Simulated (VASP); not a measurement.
Write the native input for VASP 6.6.1 that does the following.

```yaml
Task: single point
Functional: LDA
Potentials_or_basis: VASP PAW LDA potentials, release 64 (Be, Te)
Cutoff: 520 eV
k_mesh: 10 × 10 × 10
Occupations: gaussian, width 0.05 eV
Spin: no spin polarisation
Dipole_correction: no
Further_INCAR_settings: ALGO = Normal; EDIFF = 1e-06; NBANDS = 11
```

The structure of BeTe lies in POSCAR:

```
BeTe
1.0
    0.0000000000      2.5380411060      3.2994534378
    2.5380411060      0.0000000000      3.2994534378
    2.5380411060      2.5380411060      0.0000000000
Be Te
1 1
Direct
    0.0000000000      0.0000000000      0.0000000000
    0.7500000000      0.7500000000      0.7500000000
```

This cell differs from its parent crystal: ratio of the length along z to the lengths across it x 1.3, volume and fractional coordinates fixed.

One way to write it, as run:

INCAR

```
SYSTEM = BeTe
ALGO = Normal ; EDIFF = 1E-6
ENCUT = 520 ; GGA = CA
ISIF = 2 ; ISMEAR = 0
LASPH = .TRUE. ; LCHARG = .TRUE.
LELF = .TRUE. ; LREAL = .FALSE.
LVHAR = .TRUE. ; LWAVE = .FALSE.
NBANDS = 11 ; NELM = 60
PREC = Accurate ; SIGMA = 0.05
```

KPOINTS

```
k-points
0
G
  10 10 10
  0 0 0
```

Potentials or basis: VASP PAW LDA potentials, release 64 (Be, Te).

The run is started by

```bash
$ cat potpaw_LDA.64/Be/POTCAR potpaw_LDA.64/Te/POTCAR > POTCAR
$ mpirun -np 1 vasp_std > vasp.out
```

Results of the run:

```json
{"Pressure": "1.0 GPa", "Band gap on the k mesh": "0.48 eV, indirect (least direct gap 1.31 eV)"}
```

Caveat: spin-orbit coupling is left out, which moves the levels of the heavy elements.

It took 73 s on 1 thread of AMD EPYC 7571, with other jobs on the host, peak memory 0.15 GiB.
